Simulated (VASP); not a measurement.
# CdS (Pmmn) in VASP: notebook

CdS is run at these levels: PBEsol; tasks: single point.

All numbers are computed with VASP 6.6.1; they aren't measurements. Logs are shortened: lines on timing, memory, paths and dates and some standing lists are left out, and cuts for length are marked.

**1. The cell of the first run**

Symmetry: Pmmn, No. 59, orthorhombic system. The conventional cell has a = 3.950 Å, b = 5.584 Å, c = 3.949 Å, α = 90.00°, β = 90.00°, γ = 90.00°. Cd (site symmetry mm2) has 6 S at 2.79 to 2.80 Å within 3.7 Å. S (site symmetry mm2) has 6 Cd at 2.79 to 2.80 Å within 3.7 Å.

**2. Single point, PBEsol**

INCAR reads:

```
  PREC = Accurate
  ENCUT = 500
  EDIFF = 1E-6
  ISMEAR = 0
  SIGMA = 0.01
  LREAL = F
  LASPH = T
  NELM = 120
  ALGO = Normal
  ISIF = 2
  LWAVE = F
  LCHARG = F
  GGA = PS
  NBANDS = 26
  GGA_COMPAT = F
```

KPOINTS reads:

```
Automatic mesh
0
Gamma
  6 4 6
```

POSCAR reads:

```
CdS
1.0
    3.9497411462      0.0000000000      0.0000000000
    0.0000000000      5.5840179226      0.0000000000
    0.0000000000      0.0000000000      3.9493966720
Cd S
2 2
Direct
    0.5000000000      0.5000000000      0.2430300000
    0.0000000000      0.0000000000      0.7569700000
    0.5000000000      0.0000000000      0.2551600000
    0.0000000000      0.5000000000      0.7448400000
```

Potentials or basis: VASP PAW PBE potentials, release 64 (Cd, S).

Started as:

```console
> cat potpaw_PBE.64/Cd/POTCAR potpaw_PBE.64/S/POTCAR > POTCAR
> mpirun -np 1 vasp_std > vasp.out
```

OUTCAR:

```text
PREC = Accurate
   ENCUT = 500
   EDIFF = 1E-6
   ISMEAR = 0
   LREAL = F
   LASPH = T
   NELM = 120
   ISIF = 2
   GGA = PS

 ion  position               nearest neighbor table
   1  0.500  0.500  0.243-   4 2.79   4 2.79   3 2.79   3 2.79   4 2.80   4 2.80
   2  0.000  0.000  0.757-   3 2.79   3 2.79   4 2.79   4 2.79   3 2.80   3 2.80
   3  0.500  0.000  0.255-   2 2.79   2 2.79   1 2.79   1 2.79   2 2.80   2 2.80
   4  0.000  0.500  0.745-   1 2.79   1 2.79   2 2.79   2 2.79   1 2.80   1 2.80

  LATTYP: Found a simple orthorhombic cell.
 ALAT       =     3.9493966720
 B/A-ratio  =     1.0000872220
 C/A-ratio  =     1.4138913830

  Lattice vectors:

 A1 = (   0.0000000000,   0.0000000000,   3.9493966720)
 A2 = (   3.9497411462,   0.0000000000,   0.0000000000)
 A3 = (   0.0000000000,   5.5840179226,   0.0000000000)

Analysis of symmetry for initial positions (statically):
=====================================================================
 Subroutine PRICEL returns:
 Original cell was already a primitive cell.

 Routine SETGRP: Setting up the symmetry group for a
 simple orthorhombic supercell.

 Subroutine GETGRP returns: Found  8 space group operations
 (whereof  4 operations were pure point group operations)
 out of a pool of  8 trial point group operations.

The static configuration has the point symmetry C_2v.
 The point group associated with its full space group is D_2h.

Analysis of symmetry for dynamics (positions and initial velocities):
=====================================================================
 Subroutine PRICEL returns:
 Original cell was already a primitive cell.

 Routine SETGRP: Setting up the symmetry group for a
 simple orthorhombic supercell.

 Subroutine GETGRP returns: Found  8 space group operations
 (whereof  4 operations were pure point group operations)
 out of a pool of  8 trial point group operations.

The dynamic configuration has the point symmetry C_2v.
 The point group associated with its full space group is D_2h.

 Subroutine INISYM returns: Found  8 space group operations
 (whereof  4 operations are pure point group operations),
 and found     1 'primitive' translations

----------------------------------------------------------------------------------------

                                     Primitive cell

  volume of cell :      87.1056

  direct lattice vectors                    reciprocal lattice vectors
     3.949741146  0.000000000  0.000000000     0.253181149  0.000000000  0.000000000
     0.000000000  5.584017923  0.000000000     0.000000000  0.179082520  0.000000000
     0.000000000  0.000000000  3.949396672     0.000000000  0.000000000  0.253203232

  length of vectors
     3.949741146  5.584017923  3.949396672     0.253181149  0.179082520  0.253203232

  position of ions in fractional coordinates (direct lattice)
     0.500000000  0.500000000  0.243030000
     0.000000000  0.000000000  0.756970000
     0.500000000  0.000000000  0.255160000
     0.000000000  0.500000000  0.744840000

  ion indices of the primitive-cell ions
   primitive index   ion index
                 1           1
                 2           2
                 3           3
                 4           4

----------------------------------------------------------------------------------------

 KPOINTS: Automatic mesh

Automatic generation of k-mesh.
 Grid dimensions read from file:
 generate k-points for:    6    4    6

 Generating k-lattice:

  Cartesian coordinates                     Fractional coordinates (reciprocal lattice)
     0.042196858  0.000000000  0.000000000     0.166666667  0.000000000  0.000000000
     0.000000000  0.044770630  0.000000000     0.000000000  0.250000000  0.000000000
     0.000000000  0.000000000  0.042200539     0.000000000  0.000000000  0.166666667

  Length of vectors
     0.042196858  0.044770630  0.042200539

  Shift w.r.t. Gamma in fractional coordinates (k-lattice)
     0.000000000  0.000000000  0.000000000

 Subroutine IBZKPT returns following result:
 ===========================================

 Found     48 irreducible k-points:

 Following reciprocal coordinates:
            Coordinates               Weight
  0.000000  0.000000  0.000000      1.000000
  0.166667  0.000000  0.000000      2.000000
  0.333333  0.000000  0.000000      2.000000
  0.500000  0.000000  0.000000      1.000000
  0.000000  0.250000  0.000000      2.000000
  0.166667  0.250000  0.000000      4.000000
[... 16 lines left out ...]
  0.333333  0.500000  0.166667      4.000000
  0.500000  0.500000  0.166667      2.000000
 [... further k-points ...]
   k-points           NKPTS =     48   k-points in BZ     NKDIM =     48   number of bands    NBANDS=     26
   number of dos      NEDOS =    301   number of ions     NIONS =      4
   total plane-waves  NPLWV =  37800
   dimension x,y,z NGX =    30 NGY =   42 NGZ =   30
   dimension x,y,z NGXF=    60 NGYF=   84 NGZF=   60
   ions per type =               2   2
   NGX,Y,Z   is equivalent  to a cutoff of  12.63, 12.50, 12.63 a.u.
   NGXF,Y,Z  is equivalent  to a cutoff of  25.25, 25.01, 25.26 a.u.
 SYSTEM =  unknown system
   PREC   = accura    normal or accurate (medium, high low for compatibility)
   ISTART =      0    job   : 0-new  1-cont  2-samecut
   ICHARG =      2    charge: 1-file 2-atom 10-const
   ISPIN  =      1    spin polarized calculation?
   LNONCOLLINEAR =      F non collinear calculations
   LSORBIT =      F    spin-orbit coupling
   LASPH  =      T    aspherical Exc in radial PAW
   ENCUT  =  500.0 eV  36.75 Ry    6.06 a.u.   7.20 10.18  7.20*2*pi/ulx,y,z
   NELM   =    120;   NELMIN=  2; NELMDL= -5     # of ELM steps
   EDIFF  = 0.1E-05   stopping-criterion for ELM
   LREAL  =      F    real-space projection
   EDIFFG = 0.1E-04   stopping-criterion for IOM
   NSW    =      0    number of steps for IOM
   IBRION =     -1    ionic relax: 0-MD 1-quasi-New 2-CG
   NFREE  =      0    steps in history (QN), initial steepest desc. (CG)
   ISIF   =      2    stress and relaxation
   ISYM   =      2    0-nonsym 1-usesym 2-fastsym
   POTIM  = 0.5000    time-step for ionic-motion
   TEBEG  =    0.0;   TEEND  =   0.0 temperature during run
   PSTRESS=    0.0 pullay stress
   NELECT =      36.0000    total number of electrons
   NUPDOWN=      -1.0000    fix difference up-down
   EMIN   =  10.00;   EMAX   =-10.00  energy-range for DOS
   EFERMI =   0.00;   METHOD = LEGACY
   ISMEAR =     0;   SIGMA  =   0.01  broadening in eV -4-tet -1-fermi 0-gaus
   EFERMI_NEDOS =   21; number of points for ismear=-14 and -15
   IALGO  =     38    algorithm
   IMIX   =      4    mixing-type and parameters
     AMIX     =   0.40;   BMIX     =  1.00
     AMIX_MAG =   1.60;   BMIX_MAG =  1.00
  volume/ion in A,a.u.               =      21.78       146.95
  Fermi-wavevector in a.u.,A,eV,Ry     =   1.219440  2.304407 20.232309  1.487033
  Thomas-Fermi vector in A             =   2.354692
   LORBIT       =      0    0 simple, 1 ext, 2 COOP (PROOUT), +10 PAW based schemes
   GGA     = PS    functional components
   LHFCALC =     F    Hartree Fock is set to
   AEXX    =    0.0000 exact exchange contribution
   IVDW    =     0    specifies the selected vdW correction
   LEPSILON=     F    determine dielectric tensor
   LRPA    =     F    only Hartree local field effects (RPA)
 non-spin polarized calculation
 Gauss-broadening in eV      SIGMA  =   0.01
  energy-cutoff  :      500.00
  volume of cell :       87.11
 maximum number of plane-waves:      2248
 NGX is ok and might be reduce to    30
   NGX = 15   NGY = 21   NGZ = 15

 number of electron      36.0000009 magnetization

 Free energy of the ion-electron system (eV)
  ---------------------------------------------------
  ext. energy  EPLUGINS =         0.00000000
  ---------------------------------------------------
  free energy    TOTEN  =       -13.11421303 eV

  energy without entropy =      -13.11421303  energy(sigma->0) =      -13.11421303

 E-fermi :   2.2827     XC(G=0): -10.3017

 val. band max:        2.2170209453   @ k =   0.5000   0.5000   0.0000
 cond. band min:       2.3478470964   @ k =   0.5000   0.0000   0.5000
 fundamental gap:      0.1308261510
 Fermi energy:         2.2827370788

 k-point     1 :       0.0000    0.0000    0.0000
  band No.  band energies     occupation
      1     -10.1848      2.00000
      2      -9.3703      2.00000
      3      -5.3956      2.00000
      4      -5.2633      2.00000
      5      -5.2629      2.00000
      6      -5.2625      2.00000
[... 18 lines left out ...]
     25      11.6068      0.00000
     26      12.8959      0.00000

 k-point     2 :       0.1667    0.0000    0.0000
  band No.  band energies     occupation
      1     -10.0432      2.00000
      2      -9.3104      2.00000
      3      -5.3698      2.00000
      4      -5.3191      2.00000
      5      -5.2973      2.00000
      6      -5.2749      2.00000
[... 18 lines left out ...]
     25      11.0096      0.00000
     26      11.5363      0.00000

 k-point     3 :       0.3333    0.0000    0.0000
  band No.  band energies     occupation
      1      -9.6871      2.00000
      2      -9.2245      2.00000
      3      -5.4239      2.00000
      4      -5.3960      2.00000
      5      -5.3702      2.00000
      6      -5.3517      2.00000
[... 18 lines left out ...]
     25       9.8680      0.00000
     26      10.0534      0.00000

 k-point     4 :       0.5000    0.0000    0.0000
  band No.  band energies     occupation
      1      -9.3334      2.00000
      2      -9.3334      2.00000
      3      -5.4659      2.00000
      4      -5.4659      2.00000
      5      -5.4072      2.00000
      6      -5.4072      2.00000
[... 18 lines left out ...]
     25       9.3333      0.00000
     26       9.3333      0.00000
[... 496 lines left out ...]
      1      -9.4859      2.00000
      2      -9.4859      2.00000
      3      -5.4315      2.00000
      4      -5.4315      2.00000
      5      -5.3840      2.00000
      6      -5.3840      2.00000
[... 18 lines left out ...]
     25       9.4437      0.00000
     26       9.4437      0.00000

 k-point    23 :       0.3333    0.5000    0.1667
  band No.  band energies     occupation
      1      -9.2966      2.00000
      2      -9.2966      2.00000
      3      -5.4795      2.00000
      4      -5.4795      2.00000
      5      -5.4299      2.00000
      6      -5.4299      2.00000
[... 18 lines left out ...]
     25       9.5790      0.00000
     26       9.5790      0.00000

 k-point    24 :       0.5000    0.5000    0.1667
  band No.  band energies     occupation
      1      -9.1941      2.00000
      2      -9.1941      2.00000
      3      -5.4817      2.00000
      4      -5.4817      2.00000
      5      -5.3929      2.00000
      6      -5.3929      2.00000
[... 18 lines left out ...]
     25       9.8300      0.00000
     26       9.8300      0.00000

 [... further k-points ...]

------------------------ aborting loop because EDIFF is reached ----------------------------------------

  FORCE on cell =-STRESS in cart. coord.  units (eV):
  Direction    XX          YY          ZZ          XY          YZ          ZX
  --------------------------------------------------------------------------------------
  -------------------------------------------------------------------------------------
  Total       -3.4804810     -3.5271800     -3.4817852      0.0000000      0.0000000      0.0000000
  in kB      -64.0182290    -64.8771871    -64.0422181      0.0000000      0.0000000      0.0000000
  external PRESSURE =     -64.3125447 kB  Pullay stress =       0.0000000 kB

 VOLUME and BASIS-vectors are now :
 -----------------------------------------------------------------------------
  energy-cutoff  :      500.00
  volume of cell :       87.11
      direct lattice vectors                 reciprocal lattice vectors
     3.949741146  0.000000000  0.000000000     0.253181149  0.000000000  0.000000000
     0.000000000  5.584017923  0.000000000     0.000000000  0.179082520  0.000000000
     0.000000000  0.000000000  3.949396672     0.000000000  0.000000000  0.253203232

 POSITION                                       TOTAL-FORCE (eV/Angst)
 -----------------------------------------------------------------------------------
      1.97487      2.79201      0.95982         0.000000      0.000000      0.016684
      0.00000      0.00000      2.98957         0.000000      0.000000     -0.016684
      1.97487      0.00000      1.00773         0.000000      0.000000     -0.033276
      0.00000      2.79201      2.94167         0.000000      0.000000      0.033276
 -----------------------------------------------------------------------------------
    total drift:                                0.000000      0.000000      0.000000

  FREE ENERGIE OF THE ION-ELECTRON SYSTEM (eV)
  ---------------------------------------------------
  free  energy   TOTEN  =       -13.1142130336 eV

  energy  without entropy=      -13.1142130336  energy(sigma->0) =      -13.11421303
```

Run time: 52 s. Hardware: 1 thread of Intel Xeon Platinum 8488C (Sapphire Rapids), shared host; peak memory 0.23 GiB.

Results:

* Free energy: -13.1142 eV
* Pressure: -6.4 GPa
* Largest force: 0.033 eV/Å
* Band gap on the k mesh: 0.13 eV

Forces in eV/Å, atoms in the order of the input:
```
Cd   0.000  0.000  0.017
Cd   0.000  0.000 -0.017
S    0.000  0.000 -0.033
S    0.000  0.000  0.033
```

Caveat: the cell stands under tension; the PAW data sets were made with another functional, which shifts forces and pressure a little. A k mesh can miss the band edges.

**3. Single point, PBEsol**

This run uses another cell than the first one, of 22.61 Å³/atom.

INCAR reads:

```
SYSTEM = CdS
PREC = Accurate
ENCUT = 500
EDIFF = 1E-6
ISMEAR = 0
SIGMA = 0.01
LREAL = .FALSE.
LASPH = .TRUE.
NELM = 120
ALGO = Normal
ISIF = 2
LWAVE = .FALSE.
LCHARG = .FALSE.
GGA = PS
NBANDS = 26
GGA_COMPAT = .FALSE.
```

KPOINTS reads:

```
Automatic mesh
0
G
  6 4 6
  0 0 0
```

POSCAR reads:

```
CdS
1.0
    3.9997431777      0.0000000000      0.0000000000
    0.0000000000      5.6547091982      0.0000000000
    0.0000000000      0.0000000000      3.9993943426
Cd S
2 2
Direct
    0.5000000000      0.5000000000      0.2430300000
    0.0000000000      0.0000000000      0.7569700000
    0.5000000000      0.0000000000      0.2551600000
    0.0000000000      0.5000000000      0.7448400000
```

Potentials or basis: VASP PAW PBE potentials, release 64 (Cd, S).

Started as:

```console
> cat potpaw_PBE.64/Cd/POTCAR potpaw_PBE.64/S/POTCAR > POTCAR
> mpirun -np 1 vasp_std > vasp.out
```

Wall time 50 s (1 thread of Intel Xeon Platinum 8488C (Sapphire Rapids), shared host); peak memory 0.24 GiB.

Results (log left out):

* Free energy: -12.9614 eV
* Pressure: -8.2 GPa
* Largest force: 0.038 eV/Å
* Band gap on the k mesh: 0.12 eV

Forces on the atoms (eV/Å):
```
Cd   0.000  0.000  0.014
Cd   0.000  0.000 -0.014
S    0.000  0.000 -0.038
S    0.000  0.000  0.038
```

Stress tensor (GPa, compression positive):
```
-8.15  0.00  0.00
 0.00 -8.23  0.00
 0.00  0.00 -8.15
```

Levels at points of the mesh, in eV from the valence-band top:
| k point | band 14 | band 15 | band 16 | band 17 | band 18 | band 19 | band 20 | band 21 | band 22 | band 23 |
| --- | --- | --- | --- | --- | --- | --- | --- | --- | --- | --- |
| (0.00, 0.00, 0.00) | -1.79 | -1.79 | -0.56 | -0.56 | -0.56 | 0.13 | 0.38 | 6.03 | 8.97 | 9.11 |
| (0.50, 0.00, 0.00) | -3.61 | -1.98 | -1.98 | -0.11 | -0.11 | 4.16 | 4.16 | 4.93 | 4.93 | 6.58 |
| (0.00, 0.50, 0.00) | -2.58 | -1.15 | -1.15 | -1.15 | -1.15 | 2.69 | 2.69 | 6.17 | 6.17 | 6.95 |
| (0.50, 0.50, 0.00) | -4.45 | 0.00 | 0.00 | 0.00 | 0.00 | 3.42 | 3.42 | 5.82 | 5.82 | 5.84 |
| (0.00, 0.00, 0.50) | -3.55 | -1.99 | -1.98 | -0.12 | -0.10 | 4.16 | 4.16 | 4.93 | 4.94 | 6.52 |
| (0.50, 0.00, 0.50) | -3.68 | -1.79 | -1.79 | -1.79 | -1.79 | 0.12 | 0.12 | 6.03 | 6.03 | 9.08 |
| (0.00, 0.50, 0.50) | -4.45 | 0.00 | 0.00 | 0.00 | 0.00 | 3.42 | 3.42 | 5.84 | 5.84 | 5.84 |
| (0.50, 0.50, 0.50) | -2.77 | -2.77 | -2.77 | -2.58 | -2.58 | 3.03 | 3.03 | 6.39 | 6.39 | 7.41 |

Caveat: the cell stands under tension; the PAW data sets were made with another functional, which shifts forces and pressure a little. A k mesh can miss the band edges.

**4. Single point, PBEsol**

This run uses another cell than the first one, of 23.45 Å³/atom.

INCAR reads:

```
SYSTEM = CdS
  PREC = Accurate
  ENCUT = 500
  EDIFF = 1E-6
  ISMEAR = 0
  SIGMA = 0.01
  LREAL = .FALSE.
  LASPH = .TRUE.
  NELM = 120
  ALGO = Normal
  ISIF = 2
  LWAVE = .FALSE.
  LCHARG = .FALSE.
  GGA = PS
  NBANDS = 26
  GGA_COMPAT = .FALSE.
```

KPOINTS is that of step 3.

POSCAR reads:

```
CdS
1.0
    4.0485253413      0.0000000000      0.0000000000
    0.0000000000      5.7236758635      0.0000000000
    0.0000000000      0.0000000000      4.0481722517
Cd S
2 2
Direct
    0.5000000000      0.5000000000      0.2430300000
    0.0000000000      0.0000000000      0.7569700000
    0.5000000000      0.0000000000      0.2551600000
    0.0000000000      0.5000000000      0.7448400000
```

Started as:

```console
> cat potpaw_PBE.64/Cd/POTCAR potpaw_PBE.64/S/POTCAR > POTCAR
> mpirun -np 1 vasp_std > vasp.out
```

It took 50 s on 1 thread of Intel Xeon Platinum 8488C (Sapphire Rapids), shared host; peak memory 0.24 GiB.

The run converged. Its results:

* Free energy: -12.7763 eV
* Pressure: -9.5 GPa
* Largest force: 0.042 eV/Å
* Band gap on the k mesh: 0.11 eV

Forces on the atoms (eV/Å):
```
Cd   0.000  0.000  0.012
Cd   0.000  0.000 -0.012
S    0.000  0.000 -0.042
S    0.000  0.000  0.042
```

Levels at points of the mesh, in eV from the valence-band top:
| k point | band 16 | band 17 | band 18 | band 19 | band 20 | band 21 |
| --- | --- | --- | --- | --- | --- | --- |
| (0.00, 0.00, 0.00) | -0.50 | -0.50 | -0.50 | 0.12 | 0.24 | 6.07 |
| (0.50, 0.00, 0.00) | -1.86 | -0.10 | -0.10 | 4.06 | 4.06 | 4.82 |
| (0.00, 0.50, 0.00) | -1.06 | -1.06 | -1.06 | 2.58 | 2.58 | 6.06 |
| (0.50, 0.50, 0.00) | 0.00 | 0.00 | 0.00 | 3.43 | 3.43 | 5.65 |
| (0.00, 0.00, 0.50) | -1.85 | -0.11 | -0.09 | 4.06 | 4.06 | 4.81 |
| (0.50, 0.00, 0.50) | -1.67 | -1.67 | -1.67 | 0.11 | 0.11 | 6.07 |
| (0.00, 0.50, 0.50) | 0.00 | 0.00 | 0.00 | 3.43 | 3.43 | 5.67 |
| (0.50, 0.50, 0.50) | -2.61 | -2.47 | -2.47 | 2.91 | 2.91 | 6.31 |

Caveat: the cell stands under tension; the PAW data sets were made with another functional, which shifts forces and pressure a little.

**5. Summary**

| cell | gap on the mesh (eV) | pressure (GPa) | largest force (eV/Å) |
| --- | --- | --- | --- |
| a = 3.950, b = 5.584 Å, 4 atoms | 0.13 | -6.4 | 0.03 |
| a = 4.000, b = 5.655 Å, 4 atoms | 0.12 | -8.2 | 0.04 |
| a = 4.049, b = 5.724 Å, 4 atoms | 0.11 | -9.5 | 0.04 |

Alike in all rows: task single point; level PBEsol; potentials or basis VASP PAW PBE potentials, release 64 (Cd, S); no spin polarisation; k mesh 6 × 4 × 6; cutoff (eV) 500; smearing gaussian 0.01 eV.

Caveats: the cell stands under tension; the PAW data sets were made with another functional, which shifts forces and pressure a little.

Total energies depend on the potentials used, so only differences within one code and one set of settings carry meaning.
